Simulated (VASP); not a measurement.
# Cr (P6/mmm) in VASP: further runs

Runs on Cr. Level: PBEsol. Tasks: single point.

Program: VASP 6.6.1. These are calculated values, not measurements. Logs are shortened: lines on timing, memory, paths and dates and some standing lists are left out, and cuts for length are marked.

## Step 1: The cell of the first run

The structure is hexagonal, space group P6/mmm (No. 191). Conventional cell: a = 4.185 Å, b = 4.185 Å, c = 2.259 Å, α = 90.00°, β = 90.00°, γ = 120.00°. Cr (site symmetry 6/mmm) has 14 Cr at 2.26 to 2.67 Å within 3.0 Å. Cr (site symmetry -6m2) has 11 Cr at 2.26 to 2.67 Å within 3.0 Å.

This isn't the form of Cr at room conditions, which is bcc.

## Step 2: Single point, PBEsol

Input file INCAR:

```
SYSTEM = Cr
PREC = Accurate
ENCUT = 520
EDIFF = 1E-6
ISMEAR = -1
SIGMA = 0.1
LREAL = .FALSE.
LASPH = .TRUE.
NELM = 100
ALGO = Normal
ISIF = 2
LWAVE = .FALSE.
LCHARG = .FALSE.
GGA = PS
NBANDS = 25
```

Input file KPOINTS:

```
regular mesh
0
G
  9 9 13
  0 0 0
```

Input file POSCAR:

```
Cr
1.0
    4.1849578108      0.0000000000      0.0000000000
   -2.0924789054      3.6242797779      0.0000000000
    0.0000000000      0.0000000000      2.2589748583
Cr
3
Direct
    0.0000000000      1.0000000000      0.0000000000
    0.3333333333      0.6666666667      0.5000000000
    0.6666666667      0.3333333333      0.5000000000
```

Potentials or basis: VASP PAW PBE potentials, release 64 (Cr_pv).

On the command line:

```bash
$ cat potpaw_PBE.64/Cr_pv/POTCAR > POTCAR
$ mpirun -np 1 vasp_std > vasp.out
```

OUTCAR:

```text
SYSTEM = Cr
   PREC = Accurate
   ENCUT = 520
   EDIFF = 1E-6
   ISMEAR = -1
   LREAL = .FALSE.
   LASPH = .TRUE.
   NELM = 100
   ISIF = 2
   GGA = PS

 ion  position               nearest neighbor table
   1  0.000  0.000  0.000-   2 2.67   3 2.67   2 2.67   3 2.67   2 2.67   2 2.67   3 2.67   3 2.67
                             3 2.67   3 2.67   2 2.67   2 2.67
   2  0.333  0.667  0.500-   3 2.42   3 2.42   3 2.42   1 2.67   1 2.67   1 2.67   1 2.67   1 2.67
                             1 2.67
   3  0.667  0.333  0.500-   2 2.42   2 2.42   2 2.42   1 2.67   1 2.67   1 2.67   1 2.67   1 2.67
                             1 2.67

  LATTYP: Found a hexagonal cell.
 ALAT       =     4.1849578108
 C/A-ratio  =     0.5397843803

  Lattice vectors:

 A1 = (   4.1849578108,   0.0000000000,   0.0000000000)
 A2 = (  -2.0924789054,   3.6242797779,   0.0000000000)
 A3 = (   0.0000000000,   0.0000000000,   2.2589748583)

Analysis of symmetry for initial positions (statically):
=====================================================================
 Subroutine PRICEL returns:
 Original cell was already a primitive cell.

 Routine SETGRP: Setting up the symmetry group for a
 hexagonal supercell.

 Subroutine GETGRP returns: Found 24 space group operations
 (whereof 24 operations were pure point group operations)
 out of a pool of 24 trial point group operations.

The static configuration has the point symmetry D_6h.

Analysis of symmetry for dynamics (positions and initial velocities):
=====================================================================
 Subroutine PRICEL returns:
 Original cell was already a primitive cell.

 Routine SETGRP: Setting up the symmetry group for a
 hexagonal supercell.

 Subroutine GETGRP returns: Found 24 space group operations
 (whereof 24 operations were pure point group operations)
 out of a pool of 24 trial point group operations.

The dynamic configuration has the point symmetry D_6h.

 Subroutine INISYM returns: Found 24 space group operations
 (whereof 24 operations are pure point group operations),
 and found     1 'primitive' translations

----------------------------------------------------------------------------------------

                                     Primitive cell

  volume of cell :      34.2629

  direct lattice vectors                    reciprocal lattice vectors
     4.184957811  0.000000000  0.000000000     0.238951035  0.137958444  0.000000000
    -2.092478905  3.624279778  0.000000000     0.000000000  0.275916889  0.000000000
     0.000000000  0.000000000  2.258974858     0.000000000  0.000000000  0.442678676

  length of vectors
     4.184957811  4.184957811  2.258974858     0.275916889  0.275916889  0.442678676

  position of ions in fractional coordinates (direct lattice)
     0.000000000  0.000000000  0.000000000
     0.333333333  0.666666667  0.500000000
     0.666666667  0.333333333  0.500000000

  ion indices of the primitive-cell ions
   primitive index   ion index
                 1           1
                 2           2
                 3           3

----------------------------------------------------------------------------------------

 KPOINTS: regular mesh

Automatic generation of k-mesh.
 Grid dimensions read from file:
 generate k-points for:    9    9   13

 Generating k-lattice:

  Cartesian coordinates                     Fractional coordinates (reciprocal lattice)
     0.026550115  0.015328716  0.000000000     0.111111111  0.000000000  0.000000000
     0.000000000  0.030657432  0.000000000     0.000000000  0.111111111  0.000000000
     0.000000000  0.000000000  0.034052206     0.000000000  0.000000000  0.076923077

  Length of vectors
     0.030657432  0.030657432  0.034052206

  Shift w.r.t. Gamma in fractional coordinates (k-lattice)
     0.000000000  0.000000000  0.000000000

 Subroutine IBZKPT returns following result:
 ===========================================

 Found     84 irreducible k-points:

 Following reciprocal coordinates:
            Coordinates               Weight
  0.000000  0.000000  0.000000      1.000000
  0.111111 -0.000000  0.000000      6.000000
  0.222222 -0.000000  0.000000      6.000000
  0.333333 -0.000000  0.000000      6.000000
  0.444444 -0.000000  0.000000      6.000000
  0.111111  0.111111  0.000000      6.000000
[... 16 lines left out ...]
  0.333333  0.222222  0.076923     24.000000
  0.333333  0.333333  0.076923      4.000000
 [... further k-points ...]
   k-points           NKPTS =     84   k-points in BZ     NKDIM =     84   number of bands    NBANDS=     25
   number of dos      NEDOS =    301   number of ions     NIONS =      3
   total plane-waves  NPLWV =  18432
   dimension x,y,z NGX =    32 NGY =   32 NGZ =   18
   dimension x,y,z NGXF=    64 NGYF=   64 NGZF=   36
   ions per type =               3
   NGX,Y,Z   is equivalent  to a cutoff of  12.71, 12.71, 13.25 a.u.
   NGXF,Y,Z  is equivalent  to a cutoff of  25.42, 25.42, 26.49 a.u.
 SYSTEM =  Cr
   PREC   = accura    normal or accurate (medium, high low for compatibility)
   ISTART =      0    job   : 0-new  1-cont  2-samecut
   ICHARG =      2    charge: 1-file 2-atom 10-const
   ISPIN  =      1    spin polarized calculation?
   LNONCOLLINEAR =      F non collinear calculations
   LSORBIT =      F    spin-orbit coupling
   LASPH  =      T    aspherical Exc in radial PAW
   ENCUT  =  520.0 eV  38.22 Ry    6.18 a.u.   7.78  7.78  4.20*2*pi/ulx,y,z
   NELM   =    100;   NELMIN=  2; NELMDL= -5     # of ELM steps
   EDIFF  = 0.1E-05   stopping-criterion for ELM
   LREAL  =      F    real-space projection
[... 7 lines left out ...]
   TEBEG  =    0.0;   TEEND  =   0.0 temperature during run
   PSTRESS=    0.0 pullay stress
   NELECT =      36.0000    total number of electrons
   NUPDOWN=      -1.0000    fix difference up-down
   EMIN   =  10.00;   EMAX   =-10.00  energy-range for DOS
   EFERMI =   0.00;   METHOD = LEGACY
   ISMEAR =    -1;   SIGMA  =   0.10  broadening in eV -4-tet -1-fermi 0-gaus
   EFERMI_NEDOS =   21; number of points for ismear=-14 and -15
   IALGO  =     38    algorithm
   IMIX   =      4    mixing-type and parameters
     AMIX     =   0.40;   BMIX     =  1.00
     AMIX_MAG =   1.60;   BMIX_MAG =  1.00
  volume/ion in A,a.u.               =      11.42        77.07
  Fermi-wavevector in a.u.,A,eV,Ry     =   1.664310  3.145090 37.687163  2.769928
  Thomas-Fermi vector in A             =   2.750876
   LORBIT       =      0    0 simple, 1 ext, 2 COOP (PROOUT), +10 PAW based schemes
   GGA     = PS    functional components
   LHFCALC =     F    Hartree Fock is set to
   AEXX    =    0.0000 exact exchange contribution
   IVDW    =     0    specifies the selected vdW correction
   LEPSILON=     F    determine dielectric tensor
   LRPA    =     F    only Hartree local field effects (RPA)
 non-spin polarized calculation
  energy-cutoff  :      520.00
  volume of cell :       34.26
 maximum number of plane-waves:       956
 NGX is ok and might be reduce to    32
   NGX = 15   NGY = 15   NGZ =  9

 number of electron      35.9999997 magnetization

 Free energy of the ion-electron system (eV)
  ---------------------------------------------------
  ext. energy  EPLUGINS =         0.00000000
  ---------------------------------------------------
  free energy    TOTEN  =       -29.75283066 eV

  energy without entropy =      -29.60992877  energy(sigma->0) =      -29.68137972

 E-fermi :  10.9215     XC(G=0): -13.8683

 val. band max:       10.9010445106   @ k =   0.1111   0.1111   0.3846
 cond. band min:      10.9224050431   @ k =   0.1111  -0.0000   0.3846
 fundamental gap:      0.0213605325
 Fermi energy:        10.9215262649

 k-point     1 :       0.0000    0.0000    0.0000
  band No.  band energies     occupation
      1     -32.1059      2.00000
      2     -32.1059      2.00000
      3     -32.0718      2.00000
      4     -32.0718      2.00000
      5     -31.4757      2.00000
      6     -31.4757      2.00000
[... 17 lines left out ...]
     24      13.6836      0.00000
     25      13.6836      0.00000

 k-point     2 :       0.1111   -0.0000    0.0000
  band No.  band energies     occupation
      1     -32.1809      2.00000
      2     -32.1646      2.00000
      3     -31.9911      2.00000
      4     -31.9815      2.00000
      5     -31.5085      2.00000
      6     -31.4810      2.00000
[... 17 lines left out ...]
     24      13.5897      0.00000
     25      13.6671      0.00000

 k-point     3 :       0.2222   -0.0000    0.0000
  band No.  band energies     occupation
      1     -32.2567      2.00000
      2     -32.1872      2.00000
      3     -31.8992      2.00000
      4     -31.8754      2.00000
      5     -31.5949      2.00000
      6     -31.4960      2.00000
[... 17 lines left out ...]
     24      13.3363      0.00000
     25      13.6167      0.00000

 k-point     4 :       0.3333   -0.0000    0.0000
  band No.  band energies     occupation
      1     -32.3119      2.00000
      2     -32.1514      2.00000
      3     -31.8342      2.00000
      4     -31.8208      2.00000
      5     -31.6750      2.00000
      6     -31.5179      2.00000
[... 17 lines left out ...]
     24      13.1332      0.00000
     25      13.5307      0.00000
[... 477 lines left out ...]
 k-point    22 :       0.2222    0.2222    0.0769
  band No.  band energies     occupation
      1     -32.2341      2.00000
      2     -32.1965      2.00000
      3     -31.8907      2.00000
      4     -31.7409      2.00000
      5     -31.6923      2.00000
      6     -31.5079      2.00000
[... 17 lines left out ...]
     24      13.1182      0.00000
     25      13.3397      0.00000

 k-point    23 :       0.3333    0.2222    0.0769
  band No.  band energies     occupation
      1     -32.2376      2.00000
      2     -32.1246      2.00000
      3     -32.0061      2.00000
      4     -31.7067      2.00000
      5     -31.6759      2.00000
      6     -31.5121      2.00000
[... 17 lines left out ...]
     24      13.1523      0.00000
     25      13.2682      0.00000

 k-point    24 :       0.3333    0.3333    0.0769
  band No.  band energies     occupation
      1     -32.1687      2.00000
      2     -32.1124      2.00000
      3     -32.1124      2.00000
      4     -31.6807      2.00000
      5     -31.6807      2.00000
      6     -31.5081      2.00000
[... 17 lines left out ...]
     24      12.9682      0.00000
     25      13.2821      0.00000

 [... further k-points ...]

------------------------ aborting loop because EDIFF is reached ----------------------------------------

  FORCE on cell =-STRESS in cart. coord.  units (eV):
  Direction    XX          YY          ZZ          XY          YZ          ZX
  --------------------------------------------------------------------------------------
  -------------------------------------------------------------------------------------
  Total       -0.0762602     -0.0762602     -0.0885629      0.0000000      0.0000000      0.0000000
  in kB       -3.5660265     -3.5660265     -4.1413132      0.0000000      0.0000000      0.0000000
  external PRESSURE =      -3.7577887 kB  Pullay stress =       0.0000000 kB

 VOLUME and BASIS-vectors are now :
 -----------------------------------------------------------------------------
  energy-cutoff  :      520.00
  volume of cell :       34.26
      direct lattice vectors                 reciprocal lattice vectors
     4.184957811  0.000000000  0.000000000     0.238951035  0.137958444  0.000000000
    -2.092478905  3.624279778  0.000000000     0.000000000  0.275916889  0.000000000
     0.000000000  0.000000000  2.258974858     0.000000000  0.000000000  0.442678676

 POSITION                                       TOTAL-FORCE (eV/Angst)
 -----------------------------------------------------------------------------------
      0.00000      0.00000      0.00000        -0.000000      0.000000      0.000000
     -0.00000      2.41619      1.12949         0.000000      0.000000      0.000000
      2.09248      1.20809      1.12949         0.000000      0.000000      0.000000
 -----------------------------------------------------------------------------------
    total drift:                               -0.000000      0.000000      0.000000

  FREE ENERGIE OF THE ION-ELECTRON SYSTEM (eV)
  ---------------------------------------------------
  free  energy   TOTEN  =       -29.7528306615 eV

  energy  without entropy=      -29.6099287709  energy(sigma->0) =      -29.68137972
```

Run time: 32 s. Hardware: 1 thread of AMD EPYC 9R45 (Zen 5), shared host; peak memory 0.15 GiB.

What came out:

| Item | Value |
| --- | --- |
| Free energy | -29.7528 eV |
| Pressure | -0.4 GPa |
| Band gap on the k mesh | zero (bands 18 and 19 overlap by 0.70 eV) |

Levels at points of the mesh, in eV from the Fermi level:
```
           k point  band 15  band 16  band 17  band 18  band 19  band 20  band 21  band 22
(0.00, 0.00, 0.00)    -2.16    -2.16    -1.91    -0.36    -0.36     1.37     1.37     1.42
```

Caveat: the PAW data sets were made with another functional, which shifts forces and pressure a little; the run has no spin polarisation, though such a crystal can be magnetic. Spin polarisation is off, so any magnetic state and its effect on volume and gap are missing.

## Step 3: Single point, PBEsol (10.05 Å³/atom)

This run uses another cell than the first one, of 10.05 Å³/atom.

Input file INCAR:

```
SYSTEM = Cr
PREC = Accurate
ENCUT = 520
EDIFF = 1E-7
ISMEAR = -1
SIGMA = 0.1
LREAL = .FALSE.
LASPH = .TRUE.
NELM = 80
ALGO = Normal
ISIF = 2
LWAVE = .FALSE.
LCHARG = .TRUE.
GGA = PS
LELF = .TRUE.
LVHAR = .TRUE.
NBANDS = 25
```

Input file KPOINTS:

```
regular mesh
0
G
  10 10 16
  0 0 0
```

Input file POSCAR:

```
Cr
1.0
    4.0103779911      0.0000000000      0.0000000000
   -2.0051889956      3.4730892191      0.0000000000
    0.0000000000      0.0000000000      2.1647393985
Cr
3
Direct
    0.0000000000      1.0000000000      0.0000000000
    0.3333333333      0.6666666667      0.5000000000
    0.6666666667      0.3333333333      0.5000000000
```

Potentials or basis: VASP PAW PBE potentials, release 64 (Cr_pv).

On the command line:

```bash
$ cat potpaw_PBE.64/Cr_pv/POTCAR > POTCAR
$ mpirun -np 1 vasp_std > vasp.out
```

Run time: 37 s. Hardware: 1 thread of AMD EPYC 9R45 (Zen 5), shared host; peak memory 0.16 GiB.

The run converged. Its results:

* Free energy: -29.2609 eV
* Pressure: 42.9 GPa
* Band gap on the k mesh: zero (bands 18 and 19 overlap by 1.28 eV)

Stress tensor (GPa, compression positive):
```
41.48  0.00  0.00
 0.00 41.48  0.00
 0.00  0.00 45.81
```

Levels at points of the mesh, in eV from the Fermi level:
| k point | band 16 | band 17 | band 18 | band 19 | band 20 | band 21 |
| --- | --- | --- | --- | --- | --- | --- |
| (0.00, 0.00, 0.00) | -2.44 | -2.24 | -0.47 | -0.47 | 1.59 | 1.59 |
| (0.50, 0.00, 0.00) | -2.19 | -2.10 | 0.81 | 0.87 | 1.70 | 1.76 |
| (0.00, 0.00, 0.50) | -1.22 | -1.22 | 0.10 | 0.10 | 1.91 | 1.91 |
| (0.50, 0.00, 0.50) | -1.70 | -0.21 | -0.17 | 1.07 | 1.34 | 1.88 |

Caveat: the cell stands under pressure; the PAW data sets were made with another functional, which shifts forces and pressure a little; the run has no spin polarisation, though such a crystal can be magnetic.
